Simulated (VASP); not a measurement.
## AlRu: single point with PBEsol+D4

AlRu:

```
Al Ru
1.0
     2.99160    0.00000    0.00000
     0.00000    2.99160    0.00000
     0.00000    0.00000    2.87194
Al Ru
1 1
Direct
  0.00000 0.00000 0.00000
  0.50000 0.50000 0.50000
```

- Program: VASP 6.6.1
- Task: single point
- Functional: PBEsol
- Dispersion: D4
- Potentials or basis: VASP PAW PBE potentials, release 64 (Al, Ru_pv)
- Cutoff: 520 eV
- k mesh: 16 × 16 × 16
- Occupations: gaussian, width 0.15 eV
- Spin: no spin polarisation

The pressure is 2.9 GPa and the band gap on the k mesh is zero (an odd number of electrons rules out a gap without spin polarisation). The dispersion energy per atom is -0.285 eV.

Stress tensor (GPa, compression positive):
```
0.17 0.00 0.00
0.00 0.17 0.00
0.00 0.00 8.32
```

Levels at points of the mesh, in eV from the Fermi level:
```tsv
k point	band 5	band 6	band 7	band 8	band 9	band 10	band 11	band 12	band 13	band 14
(0.00, 0.00, 0.00)	-3.86	-3.85	-0.01	0.28	0.28	5.82	5.82	7.12	11.04	11.30
(0.50, 0.00, 0.00)	-5.73	-3.07	-1.87	-1.37	0.52	2.16	7.39	10.82	11.93	12.93
(0.50, 0.50, 0.00)	-3.41	-1.58	-1.58	-0.99	-0.99	1.42	5.12	6.48	11.59	11.98
(0.00, 0.00, 0.50)	-5.26	-2.88	-1.90	-1.90	0.34	2.90	7.37	10.83	10.83	13.18
(0.50, 0.00, 0.50)	-3.23	-1.49	-1.48	-1.32	-1.19	1.67	5.76	6.75	10.59	11.98
(0.50, 0.50, 0.50)	-4.92	-4.83	1.55	1.86	2.83	4.08	4.08	4.37	8.54	9.12
```

Run time: 46 s on 1 thread of Intel(R) Xeon(R) 6975P-C (Granite Rapids) (shared host), peak memory 0.27 GiB.

Caveat: the PAW data sets were made with another functional, which shifts forces and pressure a little.
